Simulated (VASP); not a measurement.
Write the native input for VASP 6.6.1 that does the following.

```
Task                   : single point
Functional             : LDA
Potentials or basis    : VASP PAW LDA potentials, release 64 (Al, O)
Cutoff                 : 520 eV
k mesh                 : 12 × 12 × 4
Occupations            : gaussian, width 0.05 eV
Spin                   : no spin polarisation
Dipole correction      : no
Further INCAR settings : ALGO = Normal; EDIFF = 1e-06; NBANDS = 20
```

The structure of Al2O3 lies in POSCAR:

```
Al2O3
1.0
    3.1025264353      0.0000000000      0.0000000000
   -1.5512632176      2.6868667089      0.0000000000
    0.0000000000      0.0000000000      7.1650680474
Al O
2 3
Direct
    0.0000000000      0.0000000000      0.2779510000
    0.0000000000      0.0000000000      0.7220490000
    0.3333333333      0.6666666667      0.1994540000
    0.6666666667      0.3333333333      0.8005460000
    0.0000000000      0.0000000000      0.5000000000
```

This cell differs from its parent crystal: ratio of the length along z to the lengths across it x 0.92, volume and fractional coordinates fixed.

One way to write it, as run:

INCAR

```
SYSTEM = Al2O3
  PREC = Accurate
  ENCUT = 520
  EDIFF = 1E-6
  ISMEAR = 0
  SIGMA = 0.05
  LREAL = .False.
  LASPH = .True.
  NELM = 80
  ALGO = Normal
  ISIF = 2
  LWAVE = .False.
  LCHARG = .False.
  NBANDS = 20
```

KPOINTS

```
regular mesh
0
Gamma
  12 12 4
  0 0 0
```

Potentials or basis: VASP PAW LDA potentials, release 64 (Al, O).

Launch:

```sh
$ cat potpaw_LDA.64/Al/POTCAR potpaw_LDA.64/O/POTCAR > POTCAR
$ mpirun -np 1 vasp_std > vasp.out
```

Results of the run:

* Pressure: -3.3 GPa
* Largest force: 3.457 eV/Å
* Band gap on the k mesh: 2.98 eV, direct

Caveat: forces of over 1 eV/Å act on the atoms, so gaps and moduli don't describe the material at rest.

Run time: 37 s on 1 thread of AMD EPYC 9R45 96-Core Processor (Zen 5), with other jobs on the host, peak memory 0.16 GiB.
